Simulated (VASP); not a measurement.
# HgH8 (Cm) in VASP: further runs

Runs on HgH8. Level: PBE. Tasks: single point.

All numbers are computed with VASP 6.6.1; they aren't measurements. Logs are shortened: lines on timing, memory, paths and dates and some standing lists are left out, and cuts for length are marked.

### Step 1. The cell of the first run

Symmetry: Cm, No. 8, monoclinic system. Conventional cell: a = 11.742 Å, b = 7.885 Å, c = 4.785 Å, α = 90.00°, β = 108.39°, γ = 90.00°. Hg (site symmetry m) has 33 H at 3.40 to 5.45 Å and 2 Hg at 4.78 Å within 5.5 Å. H (site symmetry 1) has 1 H at 0.75 Å within 1.0 Å. H (site symmetry 1) has 1 H at 0.75 Å within 1.0 Å. Within 1.0 Å of H (site symmetry m) lie 1 H at 0.75 Å. H (site symmetry m) has 1 H at 0.75 Å within 1.0 Å. Within 1.0 Å of H (site symmetry m) lie 1 H at 0.75 Å. Within 1.0 Å of H (site symmetry m) lie 1 H at 0.75 Å.

The cell was built from a structure type or drawn by symmetry, and may not be a known phase.

### Step 2. Single point, PBE

File INCAR:

```
ALGO = Normal
EDIFF = 1E-6
ENCUT = 520
GGA = PE
ISIF = 2
ISMEAR = 0
LASPH = T
LCHARG = F
LREAL = F
LWAVE = F
NBANDS = 20
NELM = 80
PREC = Accurate
SIGMA = 0.1
```

File KPOINTS:

```
k-points
0
Gamma
  4 4 4
```

File POSCAR:

```
HgH8
1.0
    5.8708322000     -3.9422961000      0.0000000000
    5.8708322000      3.9422961000      0.0000000000
   -1.5096448000      0.0000000000      4.5404267000
Hg H
1 8
Direct
    0.6315990000      0.6315990000      0.3508300000
    0.6246570000      0.2182150000      0.7983130000
    0.6156710000      0.1259710000      0.6812860000
    0.1259710000      0.6156710000      0.6812860000
    0.2182150000      0.6246570000      0.7983130000
    0.2298290000      0.2298290000      0.9781410000
    0.9706780000      0.9706780000      0.2370750000
    0.1817660000      0.1817660000      0.0509310000
    0.0087570000      0.0087570000      0.3960460000
```

Potentials or basis: VASP PAW PBE potentials, release 64 (Hg, H).

On the command line:

```sh
cat potpaw_PBE.64/Hg/POTCAR potpaw_PBE.64/H/POTCAR > POTCAR
mpirun -np 1 vasp_std > vasp.out
```

OUTCAR:

```text
EDIFF = 1E-6
   ENCUT = 520
   GGA = PE
   ISIF = 2
   ISMEAR = 0
   LASPH = T
   LREAL = F
   NELM = 80
   PREC = Accurate

 ion  position               nearest neighbor table
   1  0.632  0.632  0.351-
   2  0.625  0.218  0.798-   3 0.75
   3  0.616  0.126  0.681-   2 0.75
   4  0.126  0.616  0.681-   5 0.75
   5  0.218  0.625  0.798-   4 0.75
   6  0.230  0.230  0.978-   8 0.75
   7  0.971  0.971  0.237-   9 0.75
   8  0.182  0.182  0.051-   6 0.75
   9  0.009  0.009  0.396-   7 0.75

  LATTYP: Found a base centered monoclinic cell.
 ALAT       =    11.7416644000
 B/A-ratio  =     0.6715054980
 C/A-ratio  =     0.4075078112
 COS(beta)  =    -0.3155071273

  Lattice vectors:

 A1 = (   5.8708322000,  -3.9422961000,   0.0000000000)
 A2 = (   5.8708322000,   3.9422961000,   0.0000000000)
 A3 = (  -1.5096448000,   0.0000000000,   4.5404267000)

Analysis of symmetry for initial positions (statically):
=====================================================================
 Subroutine PRICEL returns:
 Original cell was already a primitive cell.

 Routine SETGRP: Setting up the symmetry group for a
 base centered monoclinic supercell.

 Subroutine GETGRP returns: Found  2 space group operations
 (whereof  2 operations were pure point group operations)
 out of a pool of  4 trial point group operations.

The static configuration has the point symmetry C_1h.

Analysis of symmetry for dynamics (positions and initial velocities):
=====================================================================
 Subroutine PRICEL returns:
 Original cell was already a primitive cell.

 Routine SETGRP: Setting up the symmetry group for a
 base centered monoclinic supercell.

 Subroutine GETGRP returns: Found  2 space group operations
 (whereof  2 operations were pure point group operations)
 out of a pool of  4 trial point group operations.

The dynamic configuration has the point symmetry C_1h.

 Subroutine INISYM returns: Found  2 space group operations
 (whereof  2 operations are pure point group operations),
 and found     1 'primitive' translations

----------------------------------------------------------------------------------------

                                     Primitive cell

  volume of cell :     210.1723

  direct lattice vectors                    reciprocal lattice vectors
     5.870832200 -3.942296100  0.000000000     0.085166801 -0.126829641  0.028317078
     5.870832200  3.942296100  0.000000000     0.085166801  0.126829641  0.028317078
    -1.509644800  0.000000000  4.540426700     0.000000000  0.000000000  0.220243617

  length of vectors
     7.071659583  7.071659583  4.784819959     0.155373739  0.155373739  0.220243617

  position of ions in fractional coordinates (direct lattice)
     0.631599000  0.631599000  0.350830000
     0.624657000  0.218215000  0.798313000
     0.615671000  0.125971000  0.681286000
     0.125971000  0.615671000  0.681286000
     0.218215000  0.624657000  0.798313000
     0.229829000  0.229829000  0.978141000
     0.970678000  0.970678000  0.237075000
     0.181766000  0.181766000  0.050931000
     0.008757000  0.008757000  0.396046000

  ion indices of the primitive-cell ions
   primitive index   ion index
                 1           1
                 2           2
                 3           3
                 4           4
                 5           5
                 6           6
                 7           7
                 8           8
                 9           9

----------------------------------------------------------------------------------------

 KPOINTS: k-points

Automatic generation of k-mesh.
 Grid dimensions read from file:
 generate k-points for:    4    4    4

 Generating k-lattice:

  Cartesian coordinates                     Fractional coordinates (reciprocal lattice)
     0.021291700 -0.031707410  0.007079270     0.250000000  0.000000000  0.000000000
     0.021291700  0.031707410  0.007079270     0.000000000  0.250000000  0.000000000
     0.000000000  0.000000000  0.055060904     0.000000000  0.000000000  0.250000000

  Length of vectors
     0.038843435  0.038843435  0.055060904

  Shift w.r.t. Gamma in fractional coordinates (k-lattice)
     0.000000000  0.000000000  0.000000000

 Subroutine IBZKPT returns following result:
 ===========================================

 Found     24 irreducible k-points:

 Following reciprocal coordinates:
            Coordinates               Weight
  0.000000  0.000000  0.000000      1.000000
  0.250000  0.000000 -0.000000      4.000000
  0.500000  0.000000 -0.000000      2.000000
  0.250000  0.250000 -0.000000      2.000000
  0.500000  0.250000  0.000000      4.000000
 -0.250000  0.250000  0.000000      2.000000
[... 16 lines left out ...]
 -0.250000  0.250000  0.500000      2.000000
  0.500000  0.500000  0.500000      1.000000
   k-points           NKPTS =     24   k-points in BZ     NKDIM =     24   number of bands    NBANDS=     20
   number of dos      NEDOS =    301   number of ions     NIONS =      9
   total plane-waves  NPLWV = 104976
   dimension x,y,z NGX =    54 NGY =   54 NGZ =   36
   dimension x,y,z NGXF=   108 NGYF=  108 NGZF=   72
   ions per type =               1   8
   NGX,Y,Z   is equivalent  to a cutoff of  12.69, 12.69, 12.51 a.u.
   NGXF,Y,Z  is equivalent  to a cutoff of  25.39, 25.39, 25.02 a.u.
 SYSTEM =  unknown system
   PREC   = accura    normal or accurate (medium, high low for compatibility)
   ISTART =      0    job   : 0-new  1-cont  2-samecut
   ICHARG =      2    charge: 1-file 2-atom 10-const
   ISPIN  =      1    spin polarized calculation?
   LNONCOLLINEAR =      F non collinear calculations
   LSORBIT =      F    spin-orbit coupling
   LASPH  =      T    aspherical Exc in radial PAW
   ENCUT  =  520.0 eV  38.22 Ry    6.18 a.u.  13.15 13.15  8.90*2*pi/ulx,y,z
   NELM   =     80;   NELMIN=  2; NELMDL= -5     # of ELM steps
   EDIFF  = 0.1E-05   stopping-criterion for ELM
   LREAL  =      F    real-space projection
   EDIFFG = 0.1E-04   stopping-criterion for IOM
   NSW    =      0    number of steps for IOM
   IBRION =     -1    ionic relax: 0-MD 1-quasi-New 2-CG
   NFREE  =      0    steps in history (QN), initial steepest desc. (CG)
   ISIF   =      2    stress and relaxation
   ISYM   =      2    0-nonsym 1-usesym 2-fastsym
   POTIM  = 0.5000    time-step for ionic-motion
   TEBEG  =    0.0;   TEEND  =   0.0 temperature during run
   PSTRESS=    0.0 pullay stress
   NELECT =      20.0000    total number of electrons
   NUPDOWN=      -1.0000    fix difference up-down
   EMIN   =  10.00;   EMAX   =-10.00  energy-range for DOS
   EFERMI =   0.00;   METHOD = LEGACY
   ISMEAR =     0;   SIGMA  =   0.10  broadening in eV -4-tet -1-fermi 0-gaus
   EFERMI_NEDOS =   21; number of points for ismear=-14 and -15
   IALGO  =     38    algorithm
   IMIX   =      4    mixing-type and parameters
     AMIX     =   0.40;   BMIX     =  1.00
     AMIX_MAG =   1.60;   BMIX_MAG =  1.00
  volume/ion in A,a.u.               =      23.35       157.59
  Fermi-wavevector in a.u.,A,eV,Ry     =   0.747411  1.412402  7.600535  0.558624
  Thomas-Fermi vector in A             =   1.843460
   LORBIT       =      0    0 simple, 1 ext, 2 COOP (PROOUT), +10 PAW based schemes
   GGA     = PE    functional components
   LHFCALC =     F    Hartree Fock is set to
   AEXX    =    0.0000 exact exchange contribution
   IVDW    =     0    specifies the selected vdW correction
   LEPSILON=     F    determine dielectric tensor
   LRPA    =     F    only Hartree local field effects (RPA)
 non-spin polarized calculation
 Gauss-broadening in eV      SIGMA  =   0.10
  energy-cutoff  :      520.00
  volume of cell :      210.17
 maximum number of plane-waves:      5678
 NGX is ok and might be reduce to    54
   NGX = 27   NGY = 27   NGZ = 17

 number of electron      20.0000003 magnetization

 Free energy of the ion-electron system (eV)
  ---------------------------------------------------
  ext. energy  EPLUGINS =         0.00000000
  ---------------------------------------------------
  free energy    TOTEN  =       -27.20024334 eV

  energy without entropy =      -27.20024334  energy(sigma->0) =      -27.20024334

 E-fermi :  -4.8172     XC(G=0):  -4.8489

 val. band max:       -5.2609822312   @ k =   0.5000   0.5000   0.5000
 cond. band min:      -0.7003496892   @ k =   0.5000   0.5000   0.5000
 fundamental gap:      4.5606325419
 Fermi energy:        -4.8172374268

 k-point     1 :       0.0000    0.0000    0.0000
  band No.  band energies     occupation
      1      -9.5809      2.00000
      2      -9.0125      2.00000
      3      -8.8445      2.00000
      4      -8.7518      2.00000
      5      -8.6057      2.00000
      6      -8.5661      2.00000
[... 12 lines left out ...]
     19       4.1940      0.00000
     20       4.7063      0.00000

 k-point     2 :       0.2500    0.0000   -0.0000
  band No.  band energies     occupation
      1      -9.5164      2.00000
      2      -9.0983      2.00000
      3      -8.8649      2.00000
      4      -8.6867      2.00000
      5      -8.6055      2.00000
      6      -8.5672      2.00000
[... 12 lines left out ...]
     19       4.2664      0.00000
     20       4.7654      0.00000
[... 465 lines left out ...]
      3      -8.9811      2.00000
      4      -8.8788      2.00000
      5      -8.5748      2.00000
      6      -8.5716      2.00000
[... 12 lines left out ...]
     19       4.2146      0.00000
     20       4.8596      0.00000

 k-point    24 :       0.5000    0.5000    0.5000
  band No.  band energies     occupation
      1      -9.1777      2.00000
      2      -9.0032      2.00000
      3      -8.9762      2.00000
      4      -8.9198      2.00000
      5      -8.5755      2.00000
      6      -8.5658      2.00000
[... 12 lines left out ...]
     19       4.4181      0.00000
     20       5.0574      0.00000

------------------------ aborting loop because EDIFF is reached ----------------------------------------

  FORCE on cell =-STRESS in cart. coord.  units (eV):
  Direction    XX          YY          ZZ          XY          YZ          ZX
  --------------------------------------------------------------------------------------
  -------------------------------------------------------------------------------------
  Total       -0.1181046     -0.1129606     -0.1733276      0.0000000      0.0000000      0.0212749
  in kB       -0.9003306     -0.8611170     -1.3213042      0.0000000      0.0000000      0.1621821
  external PRESSURE =      -1.0275839 kB  Pullay stress =       0.0000000 kB

 VOLUME and BASIS-vectors are now :
 -----------------------------------------------------------------------------
  energy-cutoff  :      520.00
  volume of cell :      210.17
      direct lattice vectors                 reciprocal lattice vectors
     5.870832200 -3.942296100  0.000000000     0.085166801 -0.126829641  0.028317078
     5.870832200  3.942296100  0.000000000     0.085166801  0.126829641  0.028317078
    -1.509644800  0.000000000  4.540426700     0.000000000  0.000000000  0.220243617

 POSITION                                       TOTAL-FORCE (eV/Angst)
 -----------------------------------------------------------------------------------
      6.88639      0.00000      1.59292        -0.000040      0.000000     -0.000078
      3.74319     -1.60231      3.62468         0.000370      0.000653      0.000953
      3.32556     -1.93054      3.09333        -0.000446     -0.000768     -0.000857
      3.32556      1.93054      3.09333        -0.000446      0.000768     -0.000857
      3.74319      1.60231      3.62468         0.000370     -0.000653      0.000953
      1.22193      0.00000      4.44118        -0.009008      0.000000      0.003354
     11.03948      0.00000      1.07642         0.003990      0.000000      0.014298
      2.05735      0.00000      0.23125         0.008562      0.000000     -0.003673
     -0.49507      0.00000      1.79822        -0.003352      0.000000     -0.014093
 -----------------------------------------------------------------------------------
    total drift:                               -0.000431     -0.000000     -0.000436

  FREE ENERGIE OF THE ION-ELECTRON SYSTEM (eV)
  ---------------------------------------------------
  free  energy   TOTEN  =       -27.2002433379 eV

  energy  without entropy=      -27.2002433379  energy(sigma->0) =      -27.20024334
```

It took 54 s on 1 thread of Intel Xeon 6975P-C (Granite Rapids), shared host; peak memory 0.35 GiB.

What came out:

```yaml
Free_energy: -27.2002 eV
Pressure: -0.1 GPa
Largest_force: 0.015 eV/Å
Band_gap_on_the_k_mesh: 4.56 eV
```

Forces on the atoms (eV/Å):
```
Hg   0.000  0.000  0.000
H    0.000  0.001  0.001
H    0.000 -0.001 -0.001
H    0.000  0.001 -0.001
H    0.000 -0.001  0.001
H   -0.009  0.000  0.003
H    0.004  0.000  0.014
H    0.009  0.000 -0.004
H   -0.003  0.000 -0.014
```

Levels at points of the mesh, in eV from the valence-band top:
```
           k point  band 6  band 7  band 8  band 9  band 10  band 11  band 12  band 13  band 14  band 15
(0.00, 0.00, 0.00)   -3.31   -3.30   -3.28   -3.24    -0.29     4.97     5.01     7.29     7.42     8.17
(0.50, 0.00, 0.00)   -3.32   -3.30   -3.29   -3.26    -0.41     5.04     5.73     7.43     7.63     7.91
(0.50, 0.50, 0.00)   -3.32   -3.30   -3.30   -3.28    -0.51     5.43     5.76     7.23     7.57     7.88
(0.00, 0.00, 0.50)   -3.32   -3.31   -3.30   -3.27    -0.09     4.84     6.12     6.16     6.49     7.14
(0.50, 0.00, 0.50)   -3.31   -3.30   -3.28   -3.26    -0.06     4.65     5.40     5.85     6.75     7.56
(0.50, 0.50, 0.50)   -3.30   -3.30   -3.26   -3.25     0.00     4.56     5.26     5.47     6.47     7.22
```

Caveat: spin-orbit coupling is left out, which moves the levels of the heavy elements. A k mesh can miss the band edges.

### Step 3. Single point, PBE

File INCAR:

```
SYSTEM = HgH8
ALGO     = Normal         ! electronic algorithm
EDIFF    = 1E-7           ! SCF threshold, eV
ENCUT    = 520            ! plane-wave cutoff, eV
GGA      = PE             ! functional
ISIF     = 2              ! what is computed and relaxed
ISMEAR   = 0              ! smearing method
LASPH    = .TRUE.         ! aspherical terms in the spheres
LCHARG   = .FALSE.        ! write CHGCAR
LREAL    = .FALSE.        ! projectors in reciprocal space
LWAVE    = .FALSE.        ! write WAVECAR
NBANDS   = 20             ! bands
NELM     = 60             ! most SCF steps
PREC     = Accurate       ! precision mode
SIGMA    = 0.02           ! smearing width, eV
```

File KPOINTS:

```
k-points
0
G
  4 4 6
  0 0 0
```

POSCAR is that of step 2.

Potentials or basis: VASP PAW PBE potentials, release 64 (Hg, H).

On the command line:

```sh
cat potpaw_PBE.64/Hg/POTCAR potpaw_PBE.64/H/POTCAR > POTCAR
mpirun -np 1 vasp_std > vasp.out
```

It took 84 s on 1 thread of Intel Xeon 6975P-C (Granite Rapids), shared host; peak memory 0.38 GiB.

The run converged. Its results:

* Free energy: -27.2003 eV
* Pressure: -0.1 GPa
* Largest force: 0.015 eV/Å
* Band gap on the k mesh: 4.56 eV

Forces in eV/Å, atoms in the order of the input:
```
Hg   0.000  0.000  0.000
H    0.000  0.000  0.000
H    0.000  0.000  0.000
H    0.000  0.000  0.000
H    0.000  0.000  0.000
H   -0.009  0.000  0.004
H    0.004  0.000  0.015
H    0.009  0.000 -0.004
H   -0.004  0.000 -0.015
```

Levels at points of the mesh, in eV from the valence-band top:
```csv
k point,band 6,band 7,band 8,band 9,band 10,band 11,band 12,band 13,band 14,band 15
"(0.00, 0.00, 0.00)",-3.31,-3.30,-3.28,-3.24,-0.29,4.97,5.01,7.29,7.42,8.17
"(0.50, 0.00, 0.00)",-3.32,-3.30,-3.29,-3.26,-0.41,5.04,5.73,7.43,7.63,7.91
"(0.50, 0.50, 0.00)",-3.32,-3.30,-3.30,-3.28,-0.51,5.43,5.76,7.23,7.57,7.88
"(0.00, 0.00, 0.50)",-3.32,-3.31,-3.30,-3.27,-0.09,4.84,6.12,6.16,6.49,7.14
"(0.50, 0.00, 0.50)",-3.31,-3.30,-3.28,-3.26,-0.06,4.65,5.40,5.85,6.75,7.56
"(0.50, 0.50, 0.50)",-3.31,-3.30,-3.26,-3.25,0.00,4.56,5.26,5.47,6.47,7.22
```

Caveat: spin-orbit coupling is left out, which moves the levels of the heavy elements. A k mesh can miss the band edges.

### Step 4. Single point, PBE

File INCAR:

```
PREC = Accurate
ENCUT = 520
EDIFF = 1E-6
ISMEAR = 0
SIGMA = 0.02
LREAL = False
LASPH = True
NELM = 100
ALGO = Normal
ISIF = 2
LWAVE = False
LCHARG = False
GGA = PE
NBANDS = 20
```

File KPOINTS:

```
Automatic mesh
0
Gamma
  4 4 6
```

POSCAR is that of step 3.

On the command line:

```sh
cat potpaw_PBE.64/Hg/POTCAR potpaw_PBE.64/H/POTCAR > POTCAR
mpirun -np 1 vasp_std > vasp.out
```

Wall time 74 s (1 thread of Intel Xeon 6975P-C (Granite Rapids), shared host); peak memory 0.38 GiB.

Results (log left out):

```
Free energy            : -27.2003 eV
Pressure               : -0.1 GPa
Largest force          : 0.015 eV/Å
Band gap on the k mesh : 4.56 eV
```

Forces on the atoms (eV/Å):
```
Hg   0.000  0.000  0.000
H    0.000  0.001  0.001
H    0.000 -0.001 -0.001
H    0.000  0.001 -0.001
H    0.000 -0.001  0.001
H   -0.009  0.000  0.003
H    0.004  0.000  0.014
H    0.009  0.000 -0.004
H   -0.003  0.000 -0.014
```

Levels at points of the mesh, in eV from the valence-band top:
```
           k point  band 6  band 7  band 8  band 9  band 10  band 11  band 12  band 13  band 14  band 15
(0.00, 0.00, 0.00)   -3.31   -3.30   -3.28   -3.24    -0.29     4.97     5.01     7.29     7.42     8.17
(0.50, 0.00, 0.00)   -3.32   -3.30   -3.29   -3.26    -0.41     5.04     5.73     7.43     7.63     7.91
(0.50, 0.50, 0.00)   -3.32   -3.30   -3.30   -3.28    -0.51     5.43     5.76     7.23     7.57     7.88
(0.00, 0.00, 0.50)   -3.32   -3.31   -3.30   -3.27    -0.09     4.84     6.12     6.16     6.49     7.14
(0.50, 0.00, 0.50)   -3.31   -3.30   -3.28   -3.26    -0.06     4.65     5.40     5.85     6.75     7.56
(0.50, 0.50, 0.50)   -3.30   -3.30   -3.26   -3.25     0.00     4.56     5.26     5.47     6.47     7.22
```

Caveat: spin-orbit coupling is left out, which moves the levels of the heavy elements.
